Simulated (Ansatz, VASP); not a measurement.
## SnO: VASP beside Ansatz

INCAR

```
SYSTEM = SnO
PREC = Accurate ; ENCUT = 520
EDIFF = 1E-6 ; ISMEAR = 0
SIGMA = 0.05 ; LREAL = .FALSE.
LASPH = .TRUE. ; NELM = 80
ALGO = Normal ; ISIF = 2
LWAVE = .FALSE. ; LCHARG = .TRUE.
LDIPOL = .TRUE. ; IDIPOL = 3
DIPOL = 0.5 0.5 0.399 ; GGA = PE
IVDW = 12 ; LELF = .TRUE.
LVHAR = .TRUE. ; LVACPOTAV = .TRUE.
NBANDS = 50
```

File KPOINTS:

```
Automatic mesh
0
G
  7 7 1
  0 0 0
```

POSCAR

```
SnO
1.0
    3.8201715376      0.0000000000      0.0000000000
    0.0000000000      3.8201715376      0.0000000000
    0.0000000000      0.0000000000     22.2260699824
Sn O
4 4
Direct
    0.5000000000      0.0000000000      0.2024649434
    0.0000000000      0.5000000000      0.3087831091
    0.2500000000      0.7500000000      0.4896517918
    0.7500000000      0.2500000000      0.5959699575
    0.0000000000      0.0000000000      0.2556240262
    0.5000000000      0.5000000000      0.2556240262
    0.7500000000      0.7500000000      0.5428108746
    0.2500000000      0.2500000000      0.5428108746
```

Input for Ansatz:

```yaml
crystal:
  lattice:
    - [3.8201715376, 0.0, 0.0]
    - [0.0, 3.8201715376, 0.0]
    - [0.0, 0.0, 22.2260699824]
  atoms:
    - { symbol: Sn, position: [0.5, 0.0, 0.2024649434] }
    - { symbol: O, position: [0.0, 0.0, 0.2556240262] }
    - { symbol: O, position: [0.5, 0.5, 0.2556240262] }
    - { symbol: Sn, position: [0.0, 0.5, 0.3087831091] }
    - { symbol: Sn, position: [0.25, 0.75, 0.4896517918] }
    - { symbol: O, position: [0.75, 0.75, 0.5428108746] }
    - { symbol: O, position: [0.25, 0.25, 0.5428108746] }
    - { symbol: Sn, position: [0.75, 0.25, 0.5959699575] }
basis:
  ecutwfc: 420
kpoints:
  mp_grid: { grid: [7, 7, 1] }
hamiltonian:
  xc: pbe
  pseudopotentials: { kind: paw, azcp: { folder: soft_1 } }
  dispersion: d3bj
scf:
  occupations: { method: gaussian, width: 0.05 }
output:
  forces: true
  eigenvalues: true
efield:
  axis: 3
  dipole_correction: true
  ramp_width: 0.04
```

Alike in both runs: task single point; functional PBE; dispersion D3(BJ); k mesh 7 × 7 × 1; occupations gaussian, width 0.05 eV; no spin polarisation.

|  | VASP | Ansatz |
| --- | --- | --- |
| version | VASP 6.6.1 | Ansatz 0.2.0 |
| potentials or method | VASP PAW PBE potentials, release 64 (Sn_d, O), cutoff 520 eV | scalar-relativistic, plane waves, PAW |
| valence electrons in the cell | 80 | 80 |

|  | VASP | Ansatz | Ansatz less VASP |
| --- | --- | --- | --- |
| gap on the k mesh at the Fermi level (eV) | 2.47 | 2.48 | +0.009 |
| least direct gap on the mesh (eV) | 2.53 | 2.57 | +0.043 |
| rms of the force components (eV/Å) | 0.042 | 0.019 | -0.0228 |
